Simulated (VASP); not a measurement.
TiSi16 (a cell with a defect), 17 atoms in the cell. The cell holds a defect, 17 atoms: a = 7.679 Å, b = 7.679 Å, c = 7.679 Å, α = 60.00°, β = 60.00°, γ = 60.00°. 

```yaml
Program: VASP 6.6.1
Task: single point
Functional: PBE
Potentials_or_basis: VASP PAW PBE potentials, release 64 (Si, Ti_sv)
Cutoff: 520 eV
k_mesh: 2 × 2 × 2
Occupations: gaussian, width 0.02 eV
Spin: no spin polarisation
Dipole_correction: no
Further_INCAR_settings: LREAL = Auto; ALGO = Normal; EDIFF = 1e-07; NBANDS = 52
```

Potentials or basis: VASP PAW PBE potentials, release 64 (Si, Ti_sv).

Launch:

```sh
$ cat potpaw_PBE.64/Si/POTCAR potpaw_PBE.64/Ti_sv/POTCAR > POTCAR
$ mpirun -np 1 vasp_std > vasp.out
```

Hardware: 1 thread of Intel(R) Xeon(R) Platinum 8488C (Sapphire Rapids) (shared host).

Estimate the wall time of this run.

Run time: 6.9 min on 1 thread of Intel(R) Xeon(R) Platinum 8488C (Sapphire Rapids), with other jobs on the host, peak memory 0.49 GiB. Counts: scf iterations 17, k points 8.
